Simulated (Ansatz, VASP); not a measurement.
# LiCl in VASP and in Ansatz

POSCAR

```
LiCl
1.0
    0.0000000000      2.6032314000      2.4878172000
    2.6032314000      0.0000000000      2.4878172000
    2.6032314000      2.6032314000      0.0000000000
Li Cl
1 1
Direct
    0.0000000000      0.0000000000      0.0000000000
    0.5000000000      0.5000000000      0.5000000000
```

Contents of INCAR.step1:

```
SYSTEM = LiCl
ALGO = Normal ; EDIFF = 1E-4
ENCUT = 520 ; GGA = PE
ISMEAR = 0 ; LASPH = .TRUE.
LCHARG = .FALSE. ; LREAL = .FALSE.
LWAVE = .TRUE. ; NBANDS = 12
NELM = 80 ; PREC = Accurate
SIGMA = 0.05
```

INCAR.step2

```
SYSTEM = LiCl
ALGO = Normal ; EDIFF = 1E-6
ENCUT = 520 ; ISIF = 2
ISMEAR = 0 ; ISTART = 1
LASPH = .TRUE. ; LCHARG = .TRUE.
LELF = .TRUE. ; LMIXTAU = .TRUE.
LREAL = .FALSE. ; LVHAR = .TRUE.
LWAVE = .FALSE. ; METAGGA = R2SCAN
NBANDS = 12 ; NELM = 80
PREC = Accurate ; SIGMA = 0.05
```

KPOINTS

```
k-points
0
G
  8 8 8
  0 0 0
```

Input for Ansatz:

```yaml
crystal:
  lattice:
    - [0.0, 2.6032314, 2.4878172]
    - [2.6032314, 0.0, 2.4878172]
    - [2.6032314, 2.6032314, 0.0]
  atoms:
    - { symbol: Li, position: [0.0, 0.0, 0.0] }
    - { symbol: Cl, position: [0.5, 0.5, 0.5] }
basis:
  ecutwfc: 500
kpoints:
  mp_grid: { grid: [8, 8, 8] }
hamiltonian:
  xc: r2scan
scf:
  occupations: { method: gaussian, width: 0.05 }
output:
  forces: true
  stress: true
  eigenvalues: true
```

Change from the starting cell: strain +0.015 along x and y, -0.030 along z, atoms carried along.

Alike in both runs: task single point; functional r2SCAN; k mesh 8 × 8 × 8; occupations gaussian, width 0.05 eV; no spin polarisation.

```csv
,VASP,Ansatz
version,VASP 6.6.1,Ansatz 0.2.0
potentials or method,"VASP PAW PBE potentials, release 64 (Li_sv, Cl), cutoff 520 eV","scalar-relativistic, plane waves, PAW"
valence electrons in the cell,10,10
```

```csv
,VASP,Ansatz,Ansatz less VASP
gap on the k mesh at the Fermi level (eV),7.25,7.19,-0.066
least direct gap on the mesh (eV),7.25,7.19,-0.066
```

VASP's potentials were made for PBE, not for r2SCAN.

Noted on VASP's run: the cutoff is under 1.25 times that of the potentials, so the pressure is a little rough.
